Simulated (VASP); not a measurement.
A run of VASP 6.6.1:

POSCAR

```
H10CO6
1.0
    5.4814800000      0.0000000000      0.0000000000
    0.0000000000      5.4814800000      0.0000000000
    0.0000000000      0.0000000000      5.4814800000
O H C
6 10 1
Direct
    0.8111576201      0.3565386495      0.5711766437
    1.0206423477      0.4409174924      1.0179792609
    0.8878605459      0.8738136507      0.2761595331
    0.3440044337      0.6959994215      0.5537487481
    0.3499711031      0.1373140970      0.3308344815
    0.4685671155     -0.0475595840     -0.0135173451
    0.6551873248      0.4327902622      0.5403619352
    0.7985294637      0.1894490066      0.5163164718
    0.9822104592      0.3094636305      1.1285575514
    0.9335939109      0.4030971602      0.8667644722
    0.7271584379      0.8439519052      0.2095716019
    0.9796689029      0.7450573237      0.1954943036
    0.3579599864      0.7512795024      0.7218949607
    0.1937855676      0.6029325164      0.5460920944
    0.3220481557     -0.0332134430      0.3909668966
    0.4549356866      0.3242359615      0.0317786852
    0.4263370383      0.1363035473      0.1047603048
```

File INCAR.step1:

```
ALGO = Normal
EDIFF = 1E-4
ENCUT = 520
GGA = PE
ISMEAR = -1
LASPH = True
LCHARG = False
LREAL = Auto
LWAVE = True
NBANDS = 39
NELM = 60
PREC = Accurate
SIGMA = 0.02
```

The input INCAR.step2:

```
ALGO = Normal
EDIFF = 1E-6
ENCUT = 520
ISIF = 2
ISMEAR = -1
ISTART = 1
IVDW = 12
LASPH = True
LCHARG = False
LMIXTAU = True
LREAL = Auto
LWAVE = False
METAGGA = R2SCAN
NBANDS = 39
NELM = 60
PREC = Accurate
SIGMA = 0.02
VDW_A1 = 0.49484001
VDW_A2 = 5.73083694
VDW_S6 = 1.0
VDW_S8 = 0.78981345
```

File KPOINTS:

```
k-points
0
Gamma
  1 1 1
```

Potentials or basis: VASP PAW PBE potentials, release 64 (O, H, C).

Command:

```sh
$ cat potpaw_PBE.64/O/POTCAR potpaw_PBE.64/H/POTCAR potpaw_PBE.64/C/POTCAR > POTCAR
$ cp INCAR.step1 INCAR
$ mpirun -np 1 vasp_gam > vasp.out
$ cp INCAR.step2 INCAR
$ mpirun -np 1 vasp_gam > vasp.out
```

Hardware: 1 thread of Intel Xeon 8259CL, on a shared host.

Q: How long does it take, and how much memory?

A: Run time: 110 s on 1 thread of Intel Xeon 8259CL, with other jobs on the host, peak memory 0.22 GiB. Counts: k points 1.
